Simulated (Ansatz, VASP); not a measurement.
## Bi: VASP beside Ansatz

```xyz
1
Lattice="-1.7867 1.7867 2.4092 1.7867 -1.7867 2.4092 1.7867 1.7867 -2.4092" Properties=species:S:1:pos:R:3 pbc="T T T"
Bi    0.0000    0.0000    0.0000
```

Alike in both runs: task single point; functional PBEsol; dispersion D3(BJ); k mesh 18 × 18 × 18; occupations gaussian, width 0.15 eV; no spin polarisation.

|  | VASP | Ansatz |
| --- | --- | --- |
| version | VASP 6.6.1 | Ansatz 0.2.0 |
| potentials or method | VASP PAW PBE potentials, release 64 (Bi_d), cutoff 520 eV | scalar-relativistic, plane waves, PAW |
| valence electrons in the cell | 15 | 15 |

Ansatz gave:

| Quantity | Value |
| --- | --- |
| gap on the k mesh at the Fermi level (eV) | none |
| pressure (GPa) | -4.0 |
| traceless stress, the component that is largest in VASP (GPa) | -0.42 |

Question: Which values does VASP return?

Answer: gap on the k mesh at the Fermi level (eV): none; pressure (GPa): -4.1; traceless stress, the component that is largest in VASP (GPa): -0.42.

VASP's potentials were made for PBE, not for PBEsol. A gap of «none» marks a metal or a gap that the smearing closes.

Neither program's run includes spin-orbit coupling.
